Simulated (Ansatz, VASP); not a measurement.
**ZnS: VASP beside Ansatz**

```
Zn S
1.0
     3.79407    0.00000    0.00000
    -1.89703    3.28576    0.00000
     0.00000    0.00000    6.23036
Zn S
2 2
Cartesian
  0.0000 2.1905 0.0337
  1.8970 1.0953 3.1488
  0.0000 2.1905 2.3650
  1.8970 1.0953 5.4802
```

Alike in both runs: functional PBE; dispersion D3(BJ); k mesh 12 × 12 × 4; occupations gaussian, width 0.02 eV; no spin polarisation.

Ansatz relaxed the structure, and its values are those at the end. VASP's run is a single point on that final structure, the one shown.

```csv
,VASP,Ansatz
version,VASP 6.6.1,Ansatz 0.2.0
potentials or method,"VASP PAW PBE potentials, release 64 (Zn, S), cutoff 520 eV","scalar-relativistic, plane waves, PAW"
valence electrons in the cell,36,36
```

Ansatz gave:

- gap on the k mesh at the Fermi level (eV): 2.25
- least direct gap on the mesh (eV): 2.25
- pressure (GPa): 0.1
- rms of the force components (eV/Å): 0.006

Question: Estimate VASP's values.

Answer: gap on the k mesh at the Fermi level (eV): 2.25; least direct gap on the mesh (eV): 2.25; pressure (GPa): 0.3; rms of the force components (eV/Å): 0.006.
